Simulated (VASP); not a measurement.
A run of VASP 6.6.1 is set up as follows.

File INCAR:

```
SYSTEM = Ga3SbSe4
PREC     = Accurate       ! precision mode
ENCUT    = 520            ! plane-wave cutoff, eV
EDIFF    = 1E-7           ! SCF threshold, eV
ISMEAR   = 0              ! smearing method
SIGMA    = 0.15           ! smearing width, eV
LREAL    = .False.        ! projectors in reciprocal space
LASPH    = .True.         ! aspherical terms in the spheres
NELM     = 60             ! most SCF steps
ALGO     = Normal         ! electronic algorithm
ISIF     = 2              ! what is computed and relaxed
LWAVE    = .False.        ! write WAVECAR
LCHARG   = .False.        ! write CHGCAR
GGA      = PE             ! functional
NBANDS   = 44             ! bands
```

Contents of KPOINTS:

```
regular mesh
0
Gamma
  3 3 1
  0 0 0
```

POSCAR

```
Ga3SbSe4
1.0
    4.0882578554      0.0000000000      0.0000000000
    0.0000000000      4.0882578554      0.0000000000
    0.0000000000      0.0000000000     13.9918653799
Ga Sb Se
3 1 4
Direct
    0.0000000000      0.0000000000      0.7339327706
    0.5000000000      0.5000000000      0.5000000000
    0.0000000000      0.0000000000      0.2660672294
    0.5000000000      0.5000000000      0.0000000000
    0.0000000000      0.5000000000      0.3845752162
    0.5000000000      0.0000000000      0.1559755279
    0.0000000000      0.5000000000      0.8440244721
    0.5000000000      0.0000000000      0.6154247838
```

Potentials or basis: VASP PAW PBE potentials, release 64 (Ga_d, Sb, Se).

The run is started by

```bash
$ cat potpaw_PBE.64/Ga_d/POTCAR potpaw_PBE.64/Sb/POTCAR potpaw_PBE.64/Se/POTCAR > POTCAR
$ mpirun -np 1 vasp_std > vasp.out
```

Problem. What does it give for the band gap on the k mesh?

Solution. 0.70 eV.

Problem. Estimate the largest force.

Solution. 0.054 eV/Å.

Problem. Predict the pressure.

Solution. -0.1 GPa.

Stress tensor (GPa, compression positive):
```
-0.13  0.00  0.00
 0.00 -0.13  0.00
 0.00  0.00  0.09
```

Caveat: the k points lie up to 0.51 Å⁻¹ apart; semilocal functionals underestimate gaps, and a narrow one can read as zero; spin-orbit coupling is left out, which moves the levels of the heavy elements. A k mesh can miss the band edges.
